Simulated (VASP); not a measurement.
Set up this calculation in VASP 6.6.1, as the native input.

| Quantity | Value |
| --- | --- |
| Task | single point |
| Functional | PBEsol |
| Potentials or basis | VASP PAW PBE potentials, release 64 (Zr_sv) |
| Cutoff | 520 eV |
| k mesh | 8 × 8 × 11 |
| Occupations | fermi-dirac, width 0.1 eV |
| Spin | no spin polarisation |
| Dipole correction | no |
| Further INCAR settings | ALGO = Normal; EDIFF = 1e-06; NBANDS = 25 |

The structure of Zr lies in POSCAR:

```
Zr
1.0
    4.9089897207      0.0000000000      0.0000000000
   -2.4544948604      4.2513098051      0.0000000000
    0.0000000000      0.0000000000      3.0651466011
Zr
3
Direct
    1.0000000000      0.0000000000      1.0000000000
    0.3333333333      0.6666666667      0.5000000000
    0.6666666667      0.3333333333      0.5000000000
```

This cell differs from its parent crystal: volume scaled by 0.96.

These files were run (other wordings do the same):

INCAR

```
SYSTEM = Zr
PREC     = Accurate       ! precision mode
ENCUT    = 520            ! plane-wave cutoff, eV
EDIFF    = 1E-6           ! SCF threshold, eV
ISMEAR   = -1             ! smearing method
SIGMA    = 0.1            ! smearing width, eV
LREAL    = .False.        ! projectors in reciprocal space
LASPH    = .True.         ! aspherical terms in the spheres
NELM     = 100            ! most SCF steps
ALGO     = Normal         ! electronic algorithm
ISIF     = 2              ! what is computed and relaxed
LWAVE    = .False.        ! write WAVECAR
LCHARG   = .False.        ! write CHGCAR
GGA      = PS             ! functional
NBANDS   = 25             ! bands
```

KPOINTS

```
regular mesh
0
Gamma
  8 8 11
  0 0 0
```

Potentials or basis: VASP PAW PBE potentials, release 64 (Zr_sv).

Command:

```console
$ cat potpaw_PBE.64/Zr_sv/POTCAR > POTCAR
$ mpirun -np 1 vasp_std > vasp.out
```

Results of the run:

```json
{
 "Pressure": "4.6 GPa",
 "Band gap on the k mesh": "zero (band 18 reaches 10.08 eV, above the bottom of band 19 at 9.43 eV)"
}
```

Caveat: the PAW data sets were made with another functional, which shifts forces and pressure a little.

Wall time 2.3 min on 1 thread of Intel Xeon 8259CL (shared host), peak memory 0.22 GiB.
